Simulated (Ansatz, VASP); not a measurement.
**Sr2NbO2 in VASP and in Ansatz**

INCAR

```
SYSTEM = Sr2NbO2
ALGO     = Normal         ! electronic algorithm
EDIFF    = 1E-6           ! SCF threshold, eV
ENCUT    = 520            ! plane-wave cutoff, eV
GGA      = PE             ! functional
ISIF     = 2              ! what is computed and relaxed
ISMEAR   = 0              ! smearing method
ISPIN    = 2              ! spin polarisation
LASPH    = .True.         ! aspherical terms in the spheres
LCHARG   = .False.        ! write CHGCAR
LMAXMIX  = 4              ! l up to which the mixer works
LORBIT   = 11             ! projections on sites
LREAL    = .False.        ! projectors in reciprocal space
LWAVE    = .False.        ! write WAVECAR
MAGMOM   = 0.02 0.02 0.49 0.03 0.03 ! initial moments
NBANDS   = 34             ! bands
NELM     = 150            ! most SCF steps
PREC     = Accurate       ! precision mode
SIGMA    = 0.1            ! smearing width, eV
```

File KPOINTS:

```
k-points
0
Gamma
  6 6 2
  0 0 0
```

Contents of POSCAR:

```
Sr2NbO2
1.0
    3.5873978600      0.0000000000      0.0000000000
   -1.7936989300      3.1067776800      0.0000000000
    0.0000000000      0.0000000000      9.6386194300
Sr Nb O
2 1 2
Direct
    0.6666666700      0.3333333300      0.2154780000
    0.3333333300      0.6666666700      0.7845220000
    0.0000000000      0.0000000000      0.5000000000
    0.6666666700      0.3333333300      0.6607440100
    0.3333333300      0.6666666700      0.3392559900
```

Input for Ansatz:

```yaml
crystal:
  lattice:
    - [3.58739786, 0.0, 0.0]
    - [-1.79369893, 3.10677768, 0.0]
    - [0.0, 0.0, 9.63861943]
  atoms:
    - { symbol: Sr, position: [0.66666667, 0.33333333, 0.215478] }
    - { symbol: Sr, position: [0.33333333, 0.66666667, 0.784522] }
    - { symbol: Nb, position: [0.0, 0.0, 0.5] }
    - { symbol: O, position: [0.66666667, 0.33333333, 0.66074401] }
    - { symbol: O, position: [0.33333333, 0.66666667, 0.33925599] }
basis:
  ecutwfc: 420
kpoints:
  mp_grid: { grid: [6, 6, 2] }
hamiltonian:
  xc: pbe
scf:
  occupations: { method: gaussian, width: 0.1 }
  lower_state_search: "off"
output:
  forces: true
  stress: true
  eigenvalues: true
  populations: true
magnetization:
  spin_polarized: true
```

Change from the starting cell: species swapped into the Ba2SrN2 type (P-3m1, No. 164).

Alike in both runs: task single point; functional PBE; k mesh 6 × 6 × 2; occupations gaussian, width 0.1 eV; collinear spin.

|  | VASP | Ansatz |
| --- | --- | --- |
| version | VASP 6.6.1 | Ansatz 0.2.0 |
| potentials or method | VASP PAW PBE potentials, release 64 (Sr_sv, Nb_sv, O), cutoff 520 eV | scalar-relativistic, plane waves, PAW |
| valence electrons in the cell | 45 | 45 |

VASP gave:

* gap on the k mesh at the Fermi level (eV): none
* pressure (GPa): -4.2
* traceless stress, the component that is largest in VASP (GPa): -2.39
* rms of the force components (eV/Å): 0.508
* net moment per atom (μB): 0.22
* size of the moment on the site where the two differ most (μB): 0.51

Problem. Estimate Ansatz's values.

Solution. gap on the k mesh at the Fermi level (eV): none; pressure (GPa): -4.5; traceless stress, the component that is largest in VASP (GPa): -2.27; rms of the force components (eV/Å): 0.474; net moment per atom (μB): 0.22; size of the moment on the site where the two differ most (μB): 0.45.

Site moments also hang on the region over which each program counts them. Atom by atom the forces differ by 0.041 eV/Å (rms over components). A gap of «none» marks a metal or a gap that the smearing closes. With one functional, cell and mesh, what is left measures potentials, basis and numerics. Ansatz's warnings: no starting moments.
